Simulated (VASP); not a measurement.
# C (P-1) in VASP: single point with PBEsol

Aim: the single point of C with PBEsol.

All numbers are computed with VASP 6.6.1; they aren't measurements. Logs are shortened: lines on timing, memory, paths and dates and some standing lists are left out, and cuts for length are marked.

### Step 1. The cell of the first run

The typed cell holds 10 atoms: a = 2.459 Å, b = 3.891 Å, c = 10.554 Å, α = 87.96°, β = 83.33°, γ = 108.29°.

### Step 2. Single point, PBEsol (the part above a cut slid along it)

Input file INCAR:

```
ALGO     = Normal         # electronic algorithm
EDIFF    = 1E-7           # SCF threshold, eV
ENCUT    = 520            # plane-wave cutoff, eV
GGA      = PS             # functional
ISIF     = 2              # what is computed and relaxed
ISMEAR   = 0              # smearing method
LASPH    = T              # aspherical terms in the spheres
LCHARG   = F              # write CHGCAR
LREAL    = F              # projectors in reciprocal space
LWAVE    = F              # write WAVECAR
NBANDS   = 31             # bands
NELM     = 60             # most SCF steps
PREC     = Accurate       # precision mode
SIGMA    = 0.05           # smearing width, eV
```

Input file KPOINTS:

```
k-points
0
Gamma
  11 7 3
```

Input file POSCAR:

```
C
1.0
   -2.1294220588     -1.2294315772      0.0088643343
    1.3950280734      0.0000000000     -3.6324024213
    4.1487384363     -9.6305473545      1.1915947493
C
10
Direct
    0.7777558694      0.1221826948      0.0666694635
    0.2110892027      0.1888493615      0.2666694635
   -0.3555774640      0.2555160281      0.4666694635
    0.0777558693      0.3221826948      0.6666694635
   -0.4889107973      0.3888493615      0.8666694635
   -0.0110892027     -0.5888493615      0.9333305365
    0.2555774640      0.1444839719      0.1333305365
    0.6889107973      0.2111506385      0.3333305365
    0.1222441306      0.2778173052      0.5333305365
   -0.4444225360      0.3444839719      0.7333305365
```

Potentials or basis: VASP PAW PBE potentials, release 64 (C).

Started as:

```sh
> cat potpaw_PBE.64/C/POTCAR > POTCAR
> mpirun -np 1 vasp_std > vasp.out
```

OUTCAR:

```text
EDIFF = 1E-7
   ENCUT = 520
   GGA = PS
   ISIF = 2
   ISMEAR = 0
   LASPH = T
   LREAL = F
   NELM = 60
   PREC = Accurate

 ion  position               nearest neighbor table
   1  0.778  0.122  0.067-   7 1.42   7 1.42   6 1.69
   2  0.211  0.189  0.267-   8 1.42   8 1.42   7 1.42
   3  0.644  0.256  0.467-   9 1.42   9 1.42   8 1.42
   4  0.078  0.322  0.667-  10 1.42  10 1.42   9 1.42
   5  0.511  0.389  0.867-   6 1.42   6 1.42  10 1.42
   6  0.989  0.411  0.933-   5 1.42   5 1.42   1 1.69
   7  0.256  0.144  0.133-   1 1.42   1 1.42   2 1.42
   8  0.689  0.211  0.333-   2 1.42   2 1.42   3 1.42
   9  0.122  0.278  0.533-   3 1.42   3 1.42   4 1.42
  10  0.556  0.344  0.733-   4 1.42   4 1.42   5 1.42

  LATTYP: Found a triclinic cell.
 ALAT       =     3.8962629271
 B/A-ratio  =     0.6310830175
 C/A-ratio  =     2.7833796793
 COS(alpha) =     0.0010114032
 COS(beta)  =     0.2533567300
 COS(gamma) =     0.3176507203

  Lattice vectors:

 A1 = (  -0.7343939854,  -1.2294315772,  -3.6235380870)
 A2 = (  -2.1294220588,  -1.2294315772,   0.0088643343)
 A3 = (  -4.8831324217,   8.4011157773,  -4.8151328363)

Analysis of symmetry for initial positions (statically):
=====================================================================
 Subroutine PRICEL returns:
 Original cell was already a primitive cell.

 Routine SETGRP: Setting up the symmetry group for a
 triclinic supercell.

 Subroutine GETGRP returns: Found  2 space group operations
 (whereof  1 operations were pure point group operations)
 out of a pool of  2 trial point group operations.

The static configuration has the point symmetry C_1 .
 The point group associated with its full space group is S_2 .

Analysis of symmetry for dynamics (positions and initial velocities):
=====================================================================
 Subroutine PRICEL returns:
 Original cell was already a primitive cell.

 Routine SETGRP: Setting up the symmetry group for a
 triclinic supercell.

 Subroutine GETGRP returns: Found  2 space group operations
 (whereof  1 operations were pure point group operations)
 out of a pool of  2 trial point group operations.

The dynamic configuration has the point symmetry C_1 .
 The point group associated with its full space group is S_2 .

 Subroutine INISYM returns: Found  2 space group operations
 (whereof  1 operations are pure point group operations),
 and found     1 'primitive' translations

----------------------------------------------------------------------------------------

                                     Primitive cell

  volume of cell :      94.9435

  direct lattice vectors                    reciprocal lattice vectors
    -2.129422059 -1.229431577  0.008864334    -0.368450993 -0.176233205 -0.141504002
     1.395028073  0.000000000 -3.632402421     0.014530915 -0.027112801 -0.269719280
     4.148738436 -9.630547355  1.191594749     0.047036297 -0.081338402  0.018064341

  length of vectors
     2.458865365  3.891073204 10.553642547     0.432247220  0.271467754  0.095680036

  position of ions in fractional coordinates (direct lattice)
     0.777755869  0.122182695  0.066669463
     0.211089203  0.188849361  0.266669464
     0.644422536  0.255516028  0.466669463
     0.077755869  0.322182695  0.666669463
     0.511089203  0.388849362  0.866669464
     0.988910797  0.411150638  0.933330537
     0.255577464  0.144483972  0.133330536
     0.688910797  0.211150639  0.333330537
     0.122244131  0.277817305  0.533330537
     0.555577464  0.344483972  0.733330536

  ion indices of the primitive-cell ions
   primitive index   ion index
                 1           1
                 2           2
                 3           3
                 4           4
                 5           5
                 6           6
                 7           7
                 8           8
                 9           9
                10          10

----------------------------------------------------------------------------------------

 KPOINTS: k-points

Automatic generation of k-mesh.
 Grid dimensions read from file:
 generate k-points for:   11    7    3

 Generating k-lattice:

  Cartesian coordinates                     Fractional coordinates (reciprocal lattice)
    -0.033495545 -0.016021200 -0.012864000     0.090909091  0.000000000  0.000000000
     0.002075845 -0.003873257 -0.038531326     0.000000000  0.142857143  0.000000000
     0.015678766 -0.027112801  0.006021447    -0.000000000  0.000000000  0.333333333

  Length of vectors
     0.039295202  0.038781108  0.031893345

  Shift w.r.t. Gamma in fractional coordinates (k-lattice)
     0.000000000  0.000000000  0.000000000

 Subroutine IBZKPT returns following result:
 ===========================================

 Found    116 irreducible k-points:

 Following reciprocal coordinates:
            Coordinates               Weight
  0.000000  0.000000  0.000000      1.000000
  0.090909  0.000000  0.000000      2.000000
  0.181818  0.000000 -0.000000      2.000000
  0.272727  0.000000  0.000000      2.000000
  0.363636  0.000000 -0.000000      2.000000
  0.454545  0.000000  0.000000      2.000000
[... 16 lines left out ...]
  0.454545  0.285714  0.000000      2.000000
 -0.454545  0.285714 -0.000000      2.000000
 [... further k-points ...]
   k-points           NKPTS =    116   k-points in BZ     NKDIM =    116   number of bands    NBANDS=     31
   number of dos      NEDOS =    301   number of ions     NIONS =     10
   total plane-waves  NPLWV =  43200
   dimension x,y,z NGX =    18 NGY =   30 NGZ =   80
   dimension x,y,z NGXF=    36 NGYF=   60 NGZF=  160
   ions per type =              10
   NGX,Y,Z   is equivalent  to a cutoff of  12.17, 12.82, 12.60 a.u.
   NGXF,Y,Z  is equivalent  to a cutoff of  24.34, 25.63, 25.20 a.u.
 SYSTEM =  unknown system
   PREC   = accura    normal or accurate (medium, high low for compatibility)
   ISTART =      0    job   : 0-new  1-cont  2-samecut
   ICHARG =      2    charge: 1-file 2-atom 10-const
   ISPIN  =      1    spin polarized calculation?
   LNONCOLLINEAR =      F non collinear calculations
   LSORBIT =      F    spin-orbit coupling
   LASPH  =      T    aspherical Exc in radial PAW
   ENCUT  =  520.0 eV  38.22 Ry    6.18 a.u.   4.57  7.23 19.62*2*pi/ulx,y,z
   NELM   =     60;   NELMIN=  2; NELMDL= -5     # of ELM steps
   EDIFF  = 0.1E-06   stopping-criterion for ELM
   LREAL  =      F    real-space projection
   EDIFFG = 0.1E-05   stopping-criterion for IOM
   NSW    =      0    number of steps for IOM
   IBRION =     -1    ionic relax: 0-MD 1-quasi-New 2-CG
   NFREE  =      0    steps in history (QN), initial steepest desc. (CG)
   ISIF   =      2    stress and relaxation
   ISYM   =      2    0-nonsym 1-usesym 2-fastsym
   POTIM  = 0.5000    time-step for ionic-motion
   TEBEG  =    0.0;   TEEND  =   0.0 temperature during run
   PSTRESS=    0.0 pullay stress
   NELECT =      40.0000    total number of electrons
   NUPDOWN=      -1.0000    fix difference up-down
   EMIN   =  10.00;   EMAX   =-10.00  energy-range for DOS
   EFERMI =   0.00;   METHOD = LEGACY
   ISMEAR =     0;   SIGMA  =   0.05  broadening in eV -4-tet -1-fermi 0-gaus
   EFERMI_NEDOS =   21; number of points for ismear=-14 and -15
   IALGO  =     38    algorithm
   IMIX   =      4    mixing-type and parameters
     AMIX     =   0.40;   BMIX     =  1.00
     AMIX_MAG =   1.60;   BMIX_MAG =  1.00
  volume/ion in A,a.u.               =       9.49        64.07
  Fermi-wavevector in a.u.,A,eV,Ry     =   1.227269  2.319202 20.492948  1.506189
  Thomas-Fermi vector in A             =   2.362239
   LORBIT       =      0    0 simple, 1 ext, 2 COOP (PROOUT), +10 PAW based schemes
   GGA     = PS    functional components
   LHFCALC =     F    Hartree Fock is set to
   AEXX    =    0.0000 exact exchange contribution
   IVDW    =     0    specifies the selected vdW correction
   LEPSILON=     F    determine dielectric tensor
   LRPA    =     F    only Hartree local field effects (RPA)
 non-spin polarized calculation
 Gauss-broadening in eV      SIGMA  =   0.05
  energy-cutoff  :      520.00
  volume of cell :       94.94
 maximum number of plane-waves:      2589
   NGX =  9   NGY = 15   NGZ = 39

 number of electron      40.0000002 magnetization

 Free energy of the ion-electron system (eV)
  ---------------------------------------------------
  ext. energy  EPLUGINS =         0.00000000
  ---------------------------------------------------
  free energy    TOTEN  =       -93.89072720 eV

  energy without entropy =      -93.89072530  energy(sigma->0) =      -93.89072625

 E-fermi :   3.8448     XC(G=0): -10.0944

 val. band max:        3.7269496102   @ k =  -0.3636  -0.2857   0.3333
 cond. band min:       3.9625730807   @ k =  -0.3636   0.1429   0.3333
 fundamental gap:      0.2356234705
 Fermi energy:         3.8447567754

 k-point     1 :       0.0000    0.0000    0.0000
  band No.  band energies     occupation
      1     -15.5685      2.00000
      2     -14.7097      2.00000
      3     -14.3411      2.00000
      4     -11.9412      2.00000
      5     -11.5346      2.00000
      6      -7.5032      2.00000
[... 23 lines left out ...]
     30      12.2770      0.00000
     31      12.5131      0.00000

 k-point     2 :       0.0909    0.0000    0.0000
  band No.  band energies     occupation
      1     -15.4155      2.00000
      2     -14.5772      2.00000
      3     -14.1709      2.00000
      4     -11.8538      2.00000
      5     -11.3436      2.00000
      6      -7.4449      2.00000
[... 740 lines left out ...]
 k-point    24 :      -0.4545    0.2857   -0.0000
  band No.  band energies     occupation
      1     -11.9187      2.00000
      2     -11.3463      2.00000
      3     -10.5771      2.00000
      4     -10.3265      2.00000
      5      -9.7417      2.00000
      6      -8.8388      2.00000
[... 23 lines left out ...]
     30      13.2029      0.00000
     31      13.6910      0.00000

 [... further k-points ...]

------------------------ aborting loop because EDIFF is reached ----------------------------------------

  FORCE on cell =-STRESS in cart. coord.  units (eV):
  Direction    XX          YY          ZZ          XY          YZ          ZX
  --------------------------------------------------------------------------------------
  -------------------------------------------------------------------------------------
  Total        1.5378354      0.8162107     -5.2343380      0.7811406      0.7024005     -0.4700426
  in kB       25.9510687     13.7736060    -88.3297808     13.1817956     11.8530517     -7.9319978
  external PRESSURE =     -16.2017020 kB  Pullay stress =       0.0000000 kB

 VOLUME and BASIS-vectors are now :
 -----------------------------------------------------------------------------
  energy-cutoff  :      520.00
  volume of cell :       94.94
      direct lattice vectors                 reciprocal lattice vectors
    -2.129422059 -1.229431577  0.008864334    -0.368450993 -0.176233205 -0.141504002
     1.395028073  0.000000000 -3.632402421     0.014530915 -0.027112801 -0.269719280
     4.148738436 -9.630547355  1.191594749     0.047036297 -0.081338402  0.018064341

 POSITION                                       TOTAL-FORCE (eV/Angst)
 -----------------------------------------------------------------------------------
     -1.20913     -1.59826     -0.35748        -0.523312      0.833007     -6.002184
      0.92029     -2.82769     -0.36634         0.027355     -0.027318      0.898605
      0.92029     -5.28656     -0.36634        -0.029531      0.068744     -0.120627
      3.04972     -6.51599     -0.37521        -0.036165      0.080981      0.050169
      3.04972     -8.97485     -0.37521        -0.090890      0.162864     -0.964855
      2.33990    -10.20428     -0.37255         0.523312     -0.833007      6.002184
      0.21048     -1.59826     -0.36368         0.090890     -0.162864      0.964855
      0.21048     -4.05712     -0.36368         0.036165     -0.080981     -0.050169
      2.33990     -5.28656     -0.37255         0.029531     -0.068744      0.120627
      2.33990     -7.74542     -0.37255        -0.027355      0.027318     -0.898605
 -----------------------------------------------------------------------------------
    total drift:                                0.000001     -0.000002     -0.000002

  FREE ENERGIE OF THE ION-ELECTRON SYSTEM (eV)
  ---------------------------------------------------
  free  energy   TOTEN  =       -93.8907272027 eV

  energy  without entropy=      -93.8907253040  energy(sigma->0) =      -93.89072625
```

It took 5.5 min on 1 thread of Oxide Virtual Turin-like, shared host; peak memory 0.3 GiB.

What came out:

```yaml
Free_energy: -93.8907 eV
Pressure: -1.6 GPa
Largest_force: 6.082 eV/Å
```

Forces in eV/Å, atoms in the order of the input:
```
C   -0.523  0.833 -6.002
C    0.027 -0.027  0.899
C   -0.030  0.069 -0.121
C   -0.036  0.081  0.050
C   -0.091  0.163 -0.965
C    0.523 -0.833  6.002
C    0.091 -0.163  0.965
C    0.036 -0.081 -0.050
C    0.030 -0.069  0.121
C   -0.027  0.027 -0.899
```

Caveat: the cell differs from its parent crystal (the part above a cut slid along it); the stress differs along the axes, from -9 to 3 GPa; this functional lacks dispersion, which binds layers or chains, so the pressure and a relaxed spacing across them are unreliable; the PAW data sets were made with another functional, which shifts forces and pressure a little.
